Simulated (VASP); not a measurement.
Write the native input for VASP 6.6.1 that does the following.

```yaml
Task: single point
Functional: SVWN5
Potentials_or_basis: VASP PAW PBE potentials, release 64 (In_d, P)
Cutoff: 520 eV
k_mesh: 8 × 8 × 8
Occupations: fermi-dirac, width 0.05 eV
Spin: no spin polarisation
Dipole_correction: no
Further_INCAR_settings: ALGO = Normal; EDIFF = 1e-07; NBANDS = 16
```

The structure of InP lies in POSCAR:

```
InP
1.0
    0.0000000000      2.9690636329      2.9690636329
    2.9690636329      0.0000000000      2.9690636329
    2.9690636329      2.9690636329      0.0000000000
In P
1 1
Direct
    0.0000000000      0.0000000000      0.0000000000
    0.7500000000      0.7500000000      0.7500000000
```

The input as run:

INCAR

```
PREC = Accurate
ENCUT = 520
EDIFF = 1E-7
ISMEAR = -1
SIGMA = 0.05
LREAL = False
LASPH = True
NELM = 80
ALGO = Normal
ISIF = 2
LWAVE = False
LCHARG = True
GGA = VW
LELF = True
LVHAR = True
NBANDS = 16
```

KPOINTS

```
Automatic mesh
0
Gamma
  8 8 8
```

Potentials or basis: VASP PAW PBE potentials, release 64 (In_d, P).

Launch:

```bash
$ cat potpaw_PBE.64/In_d/POTCAR potpaw_PBE.64/P/POTCAR > POTCAR
$ mpirun -np 1 vasp_std > vasp.out
```

Results of the run:

The pressure is -3.6 GPa. The band gap on the k mesh is 0.27 eV, direct.

Caveat: the PAW data sets were made with another functional, which shifts forces and pressure a little; spin-orbit coupling is left out, which moves the levels of the heavy elements.

It took 16 s on 1 thread of Intel(R) Xeon(R) Platinum 8259CL CPU @ 2.50GHz (Skylake/Cascade Lake) (shared host), peak memory 0.16 GiB.
